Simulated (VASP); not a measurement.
A run of VASP 6.6.1:

POSCAR

```
Hf
1.0
    3.1966985242      0.0000000000      0.0000000000
   -1.5983492621      2.7684221302      0.0000000000
    0.0000000000      0.0000000000      5.0578000000
Hf
2
Direct
    0.3333333333      0.6666666667      0.2500000000
    0.6666666667      0.3333333333      0.7500000000
```

The input INCAR.step1:

```
ALGO = Normal ; EDIFF = 1E-4
ENCUT = 600 ; GGA = PE
ISMEAR = 0 ; LASPH = True
LCHARG = False ; LREAL = False
LWAVE = True ; NELM = 60
PREC = Accurate ; SIGMA = 0.1
```

The input INCAR.step2:

```
ALGO = Normal ; EDIFF = 1E-7
EDIFFG = -0.005 ; ENCUT = 600
IBRION = 2 ; ISIF = 3
ISMEAR = 0 ; ISTART = 1
LASPH = True ; LCHARG = False
LMIXTAU = True ; LREAL = False
LWAVE = False ; METAGGA = R2SCAN
NELM = 60 ; NSW = 100
PREC = Accurate ; SIGMA = 0.1
```

File KPOINTS:

```
k-points
0
Gamma
  15 15 8
```

Potentials or basis: VASP PAW PBE potentials, release 64 (Hf_pv).

Run with:

```bash
$ cat potpaw_PBE.64/Hf_pv/POTCAR > POTCAR
$ cp INCAR.step1 INCAR
$ mpirun -np 1 vasp_std > vasp.out
$ cp INCAR.step2 INCAR
$ mpirun -np 1 vasp_std > vasp.out
```

Hardware: 1 thread of Intel(R) Xeon(R) Platinum 8488C (Sapphire Rapids), with other jobs on the host.

Q: Estimate the wall time of this run.

A: Wall time 18 min on 1 thread of Intel(R) Xeon(R) Platinum 8488C (Sapphire Rapids), with other jobs on the host, peak memory 0.26 GiB. Counts: k points 135, ion steps 5.
